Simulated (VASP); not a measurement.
Crystal: In3Se.

```xyz
4
Lattice="4.8038 0.0000 0.0000 0.0000 4.8038 0.0000 0.0000 0.0000 4.8038" Properties=species:S:1:pos:R:3 pbc="T T T"
In    0.0000    2.4019    2.4019
In    2.4019    0.0000    2.4019
In    2.4019    2.4019    0.0000
Se    0.0000    0.0000    0.0000
```

| Quantity | Value |
| --- | --- |
| Program | VASP 6.6.1 |
| Task | relaxation of cell and atoms |
| Functional | LDA |
| Potentials or basis | VASP PAW LDA potentials, release 64 (In_d, Se) |
| Cutoff | 600 eV |
| k mesh | 10 × 10 × 10 |
| Occupations | gaussian, width 0.1 eV |
| Spin | no spin polarisation |

At the start: pressure -4.3 GPa; volume 27.71 Å³/atom.

How do energy, volume and symmetry change on relaxing?

Over 3 steps the energy falls by 47.2 meV/atom and the volume is 24.60 Å³/atom (-11.3 %); space group Pm-3m (No. 221, to 0.1 Å) before and after.

The path:
| step | energy change (eV) | largest force (eV/Å) | pressure (GPa) | volume (Å³) |
| --- | --- | --- | --- | --- |
| 1 | 0.0000 | 0.0000 | -4.28 | 110.85 |
| 2 | -0.1872 | 0.0000 | -0.50 | 99.39 |
| 3 | -0.1889 | 0.0000 | -0.05 | 98.38 |

Final structure:
```
In Se
1.0
     4.61640    0.00000    0.00000
     0.00000    4.61640    0.00000
     0.00000    0.00000    4.61640
In Se
3 1
Direct
  0.00000 0.50000 0.50000
  0.50000 0.00000 0.50000
  0.50000 0.50000 0.00000
  0.00000 0.00000 0.00000
```
